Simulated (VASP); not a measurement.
Set up this calculation in VASP 6.6.1, as the native input.

- Task: single point
- Functional: PBE
- Potentials or basis: VASP PAW PBE potentials, release 64 (Ta_pv)
- Cutoff: 520 eV
- k mesh: 8 × 8 × 8
- Occupations: fermi-dirac, width 0.15 eV
- Spin: no spin polarisation
- Dipole correction: no
- Further INCAR settings: ALGO = Normal; EDIFF = 1e-07; NBANDS = 12

The structure of Ta lies in POSCAR:

```
Ta
1.0
   -1.6314099884      1.6895966441      1.6847285576
    1.6459040649     -1.6549090234      1.6645450301
    1.6719373096      1.6954363446     -1.6500409368
Ta
1
Direct
    0.0000000000      0.0000000000      0.0000000000
```

One way to write it, as run:

INCAR

```
SYSTEM = Ta
PREC     = Accurate       ! precision mode
ENCUT    = 520            ! plane-wave cutoff, eV
EDIFF    = 1E-7           ! SCF threshold, eV
ISMEAR   = -1             ! smearing method
SIGMA    = 0.15           ! smearing width, eV
LREAL    = .FALSE.        ! projectors in reciprocal space
LASPH    = .TRUE.         ! aspherical terms in the spheres
NELM     = 60             ! most SCF steps
ALGO     = Normal         ! electronic algorithm
ISIF     = 2              ! what is computed and relaxed
LWAVE    = .FALSE.        ! write WAVECAR
LCHARG   = .FALSE.        ! write CHGCAR
GGA      = PE             ! functional
NBANDS   = 12             ! bands
```

KPOINTS

```
Automatic mesh
0
G
  8 8 8
  0 0 0
```

Potentials or basis: VASP PAW PBE potentials, release 64 (Ta_pv).

The run is started by

```bash
$ cat potpaw_PBE.64/Ta_pv/POTCAR > POTCAR
$ mpirun -np 1 vasp_std > vasp.out
```

It gave:

```yaml
Pressure: -5.4 GPa
```

Run time: 26 s on 1 thread of Intel(R) Xeon(R) Platinum 8488C (Sapphire Rapids), with other jobs on the host, peak memory 0.18 GiB.
